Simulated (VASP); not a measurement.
# Mo (I4/mmm) in VASP: single point with LDA

Aim: the single point of Mo with LDA.

Everything below comes from runs of VASP 6.6.1. Logs are shortened: lines on timing, memory, paths and dates and some standing lists are left out, and cuts for length are marked.

### 1 The cell of the first run

Symmetry: I4/mmm, No. 139, tetragonal system. The conventional cell has a = 3.142 Å, b = 3.142 Å, c = 3.221 Å, α = 90.00°, β = 90.00°, γ = 90.00°. Within 3.6 Å of Mo (site symmetry 4/mmm) lie 14 Mo at 2.74 to 3.22 Å.

### 2 Single point, LDA (strain +0.0250 x Voigt [1, 0, 0, 0, 0, 0])

INCAR

```
PREC     = Accurate       # precision mode
ENCUT    = 520            # plane-wave cutoff, eV
EDIFF    = 1E-7           # SCF threshold, eV
ISMEAR   = 0              # smearing method
SIGMA    = 0.15           # smearing width, eV
LREAL    = False          # projectors in reciprocal space
LASPH    = True           # aspherical terms in the spheres
NELM     = 60             # most SCF steps
ALGO     = Fast           # electronic algorithm
ISIF     = 2              # what is computed and relaxed
LWAVE    = False          # write WAVECAR
LCHARG   = True           # write CHGCAR
LELF     = True           # ELF
LVHAR    = True         
NBANDS   = 13             # bands
```

KPOINTS

```
Automatic mesh
0
Gamma
  22 22 22
```

POSCAR

```
Mo
1.0
   -1.6102750000      1.5710000000      1.5710000000
    1.6102750000     -1.5710000000      1.5710000000
    1.6102750000      1.5710000000     -1.5710000000
Mo
1
Direct
    0.0000000000      0.0000000000      0.0000000000
```

Potentials or basis: VASP PAW LDA potentials, release 64 (Mo_sv).

The run is started by

```
$ cat potpaw_LDA.64/Mo_sv/POTCAR > POTCAR
$ mpirun -np 1 vasp_std > vasp.out
```

OUTCAR:

```text
PREC = Accurate
   ENCUT = 520
   EDIFF = 1E-7
   ISMEAR = 0
   LREAL = False
   LASPH = True
   NELM = 60
   ISIF = 2

 ion  position               nearest neighbor table
   1  0.000  0.000  0.000-

  LATTYP: Found a body centered tetragonal cell.
 ALAT       =     3.1420000000
 C/A-ratio  =     1.0250000000

  Lattice vectors:

 A1 = (  -1.6102750000,   1.5710000000,  -1.5710000000)
 A2 = (  -1.6102750000,  -1.5710000000,   1.5710000000)
 A3 = (   1.6102750000,   1.5710000000,   1.5710000000)

Analysis of symmetry for initial positions (statically):
=====================================================================
 Subroutine PRICEL returns:
 Original cell was already a primitive cell.

 Routine SETGRP: Setting up the symmetry group for a
 body centered tetragonal supercell.

 Subroutine GETGRP returns: Found 16 space group operations
 (whereof 16 operations were pure point group operations)
 out of a pool of 16 trial point group operations.

The static configuration has the point symmetry D_4h.

Analysis of symmetry for dynamics (positions and initial velocities):
=====================================================================
 Subroutine PRICEL returns:
 Original cell was already a primitive cell.

 Routine SETGRP: Setting up the symmetry group for a
 body centered tetragonal supercell.

 Subroutine GETGRP returns: Found 16 space group operations
 (whereof 16 operations were pure point group operations)
 out of a pool of 16 trial point group operations.

The dynamic configuration has the point symmetry D_4h.

 Subroutine INISYM returns: Found 16 space group operations
 (whereof 16 operations are pure point group operations),
 and found     1 'primitive' translations

----------------------------------------------------------------------------------------

                                     Primitive cell

  volume of cell :      15.8969

  direct lattice vectors                    reciprocal lattice vectors
    -1.610275000  1.571000000  1.571000000     0.000000000  0.318268619  0.318268619
     1.610275000 -1.571000000  1.571000000     0.310505969  0.000000000  0.318268619
     1.610275000  1.571000000 -1.571000000     0.310505969  0.318268619  0.000000000

  length of vectors
     2.743914644  2.743914644  2.743914644     0.450099797  0.444644657  0.444644657

  position of ions in fractional coordinates (direct lattice)
     0.000000000  0.000000000  0.000000000

  ion indices of the primitive-cell ions
   primitive index   ion index
                 1           1

----------------------------------------------------------------------------------------

 KPOINTS: Automatic mesh

Automatic generation of k-mesh.
 Grid dimensions read from file:
 generate k-points for:   22   22   22

 Generating k-lattice:

  Cartesian coordinates                     Fractional coordinates (reciprocal lattice)
     0.000000000  0.014466755  0.014466755     0.045454545  0.000000000  0.000000000
     0.014113908  0.000000000  0.014466755     0.000000000  0.045454545  0.000000000
     0.014113908  0.014466755  0.000000000     0.000000000  0.000000000  0.045454545

  Length of vectors
     0.020459082  0.020211121  0.020211121

  Shift w.r.t. Gamma in fractional coordinates (k-lattice)
     0.000000000  0.000000000  0.000000000

 Subroutine IBZKPT returns following result:
 ===========================================

 Found    834 irreducible k-points:

 Following reciprocal coordinates:
            Coordinates               Weight
  0.000000  0.000000  0.000000      1.000000
  0.045455  0.000000  0.000000      4.000000
  0.090909  0.000000  0.000000      4.000000
  0.136364  0.000000  0.000000      4.000000
  0.181818  0.000000  0.000000      4.000000
  0.227273  0.000000  0.000000      4.000000
[... 16 lines left out ...]
  0.454545  0.045455 -0.000000     16.000000
  0.000000  0.090909  0.000000      8.000000
 [... further k-points ...]
   k-points           NKPTS =    834   k-points in BZ     NKDIM =    834   number of bands    NBANDS=     13
   number of dos      NEDOS =    301   number of ions     NIONS =      1
   total plane-waves  NPLWV =   8000
   dimension x,y,z NGX =    20 NGY =   20 NGZ =   20
   dimension x,y,z NGXF=    40 NGYF=   40 NGZF=   40
   ions per type =               1
   NGX,Y,Z   is equivalent  to a cutoff of  12.12, 12.12, 12.12 a.u.
   NGXF,Y,Z  is equivalent  to a cutoff of  24.23, 24.23, 24.23 a.u.
 SYSTEM =  unknown system
   PREC   = accura    normal or accurate (medium, high low for compatibility)
   ISTART =      0    job   : 0-new  1-cont  2-samecut
   ICHARG =      2    charge: 1-file 2-atom 10-const
   ISPIN  =      1    spin polarized calculation?
   LNONCOLLINEAR =      F non collinear calculations
   LSORBIT =      F    spin-orbit coupling
   LASPH  =      T    aspherical Exc in radial PAW
   ENCUT  =  520.0 eV  38.22 Ry    6.18 a.u.   5.10  5.10  5.10*2*pi/ulx,y,z
   NELM   =     60;   NELMIN=  2; NELMDL= -5     # of ELM steps
   EDIFF  = 0.1E-06   stopping-criterion for ELM
   LREAL  =      F    real-space projection
   EDIFFG = 0.1E-05   stopping-criterion for IOM
   NSW    =      0    number of steps for IOM
   IBRION =     -1    ionic relax: 0-MD 1-quasi-New 2-CG
   NFREE  =      0    steps in history (QN), initial steepest desc. (CG)
   ISIF   =      2    stress and relaxation
   ISYM   =      2    0-nonsym 1-usesym 2-fastsym
   POTIM  = 0.5000    time-step for ionic-motion
   TEBEG  =    0.0;   TEEND  =   0.0 temperature during run
   PSTRESS=    0.0 pullay stress
   NELECT =      14.0000    total number of electrons
   NUPDOWN=      -1.0000    fix difference up-down
   EMIN   =  10.00;   EMAX   =-10.00  energy-range for DOS
   EFERMI =   0.00;   METHOD = LEGACY
   ISMEAR =     0;   SIGMA  =   0.15  broadening in eV -4-tet -1-fermi 0-gaus
   EFERMI_NEDOS =   21; number of points for ismear=-14 and -15
   IALGO  =     68    algorithm
   IMIX   =      4    mixing-type and parameters
     AMIX     =   0.40;   BMIX     =  1.00
     AMIX_MAG =   1.60;   BMIX_MAG =  1.00
  volume/ion in A,a.u.               =      15.90       107.28
  Fermi-wavevector in a.u.,A,eV,Ry     =   1.569206  2.965370 33.503100  2.462408
  Thomas-Fermi vector in A             =   2.671123
   LORBIT       =      0    0 simple, 1 ext, 2 COOP (PROOUT), +10 PAW based schemes
   GGA     = CA    functional components
   LHFCALC =     F    Hartree Fock is set to
   AEXX    =    0.0000 exact exchange contribution
   IVDW    =     0    specifies the selected vdW correction
   LEPSILON=     F    determine dielectric tensor
   LRPA    =     F    only Hartree local field effects (RPA)
 non-spin polarized calculation
 RMM-DIIS sequential band-by-band and
 Gauss-broadening in eV      SIGMA  =   0.15
  energy-cutoff  :      520.00
  volume of cell :       15.90
 maximum number of plane-waves:       442
   NGX = 11   NGY = 11   NGZ = 11

 number of electron      14.0000004 magnetization

 Free energy of the ion-electron system (eV)
  ---------------------------------------------------
  ext. energy  EPLUGINS =         0.00000000
  ---------------------------------------------------
  free energy    TOTEN  =       -12.09470793 eV

  energy without entropy =      -12.08715871  energy(sigma->0) =      -12.09093332

 E-fermi :  12.1834     XC(G=0): -13.5096

 val. band max:       12.1777773439   @ k =  -0.2273   0.2727   0.0909
 cond. band min:      12.1884234108   @ k =  -0.2273   0.3182   0.0909
 fundamental gap:      0.0106460669
 Fermi energy:        12.1834180699

 k-point     1 :       0.0000    0.0000    0.0000
  band No.  band energies     occupation
      1     -48.7368      2.00000
      2     -22.2210      2.00000
      3     -22.2132      2.00000
      4     -22.2132      2.00000
      5       5.0215      2.00000
      6      10.7675      2.00000
      7      10.7675      2.00000
      8      11.0388      2.00000
      9      13.6078      0.00000
     10      13.9555      0.00000
     11      26.6966      0.00000
     12      27.1575      0.00000
     13      27.1575      0.00000

 k-point     2 :       0.0455    0.0000    0.0000
  band No.  band energies     occupation
      1     -48.7317      2.00000
      2     -22.2424      2.00000
      3     -22.2304      2.00000
      4     -22.2138      2.00000
      5       5.1139      2.00000
      6      10.7132      2.00000
      7      10.8531      2.00000
      8      11.0268      2.00000
      9      13.6141      0.00000
     10      13.8782      0.00000
     11      26.8536      0.00000
     12      27.2264      0.00000
     13      27.3342      0.00000

 k-point     3 :       0.0909    0.0000    0.0000
  band No.  band energies     occupation
      1     -48.7167      2.00000
      2     -22.3271      2.00000
      3     -22.2579      2.00000
      4     -22.2155      2.00000
      5       5.3825      2.00000
      6      10.5589      2.00000
      7      10.9811      2.00000
      8      11.1078      2.00000
      9      13.6349      0.00000
     10      13.6908      0.00000
     11      27.3149      0.00000
     12      27.4060      0.00000
     13      27.8016      0.00000
[... 305 lines left out ...]
 k-point    23 :       0.4545    0.0455   -0.0000
  band No.  band energies     occupation
      1     -48.4791      2.00000
      2     -23.5427      2.00000
      3     -22.6743      2.00000
      4     -22.2540      2.00000
      5       7.0051      2.00000
      6       8.7037      2.00000
      7      13.4470      0.00000
      8      14.0324      0.00000
      9      14.7917      0.00000
     10      17.0137      0.00000
     11      23.7307      0.00000
     12      24.2170      0.00000
     13      28.8424      0.00000

 k-point    24 :       0.0000    0.0909    0.0000
  band No.  band energies     occupation
      1     -48.7172      2.00000
      2     -22.3315      2.00000
      3     -22.2478      2.00000
      4     -22.2173      2.00000
      5       5.3733      2.00000
      6      10.6858      2.00000
      7      10.7378      2.00000
      8      11.2626      2.00000
      9      13.3946      0.00000
     10      13.9038      0.00000
     11      27.0992      0.00000
     12      27.6522      0.00000
     13      27.7492      0.00000

 [... further k-points ...]

------------------------ aborting loop because EDIFF is reached ----------------------------------------

  FORCE on cell =-STRESS in cart. coord.  units (eV):
  Direction    XX          YY          ZZ          XY          YZ          ZX
  --------------------------------------------------------------------------------------
  -------------------------------------------------------------------------------------
  Total       -1.7562923     -1.0603553     -1.0603553      0.0000000      0.0000000      0.0000000
  in kB     -177.0088480   -106.8684709   -106.8684709      0.0000000      0.0000000      0.0000000
  external PRESSURE =    -130.2485966 kB  Pullay stress =       0.0000000 kB

 VOLUME and BASIS-vectors are now :
 -----------------------------------------------------------------------------
  energy-cutoff  :      520.00
  volume of cell :       15.90
      direct lattice vectors                 reciprocal lattice vectors
    -1.610275000  1.571000000  1.571000000     0.000000000  0.318268619  0.318268619
     1.610275000 -1.571000000  1.571000000     0.310505969  0.000000000  0.318268619
     1.610275000  1.571000000 -1.571000000     0.310505969  0.318268619  0.000000000

 POSITION                                       TOTAL-FORCE (eV/Angst)
 -----------------------------------------------------------------------------------
      0.00000      0.00000      0.00000         0.000000     -0.000000     -0.000000
 -----------------------------------------------------------------------------------
    total drift:                                0.000000      0.000000      0.000000

  FREE ENERGIE OF THE ION-ELECTRON SYSTEM (eV)
  ---------------------------------------------------
  free  energy   TOTEN  =       -12.0947079274 eV

  energy  without entropy=      -12.0871587121  energy(sigma->0) =      -12.09093332
```

Run time: 80 s. Hardware: 1 thread of Intel Xeon Platinum 8488C (Sapphire Rapids), shared host; peak memory 0.25 GiB.

What came out:

```
Free energy            : -12.0947 eV
Pressure               : -13.0 GPa
Band gap on the k mesh : zero (band 7 reaches 16.05 eV, above the bottom of band 8 at 11.02 eV)
```

Caveat: the cell differs from its parent crystal (strain +0.0250 x Voigt [1, 0, 0, 0, 0, 0]).
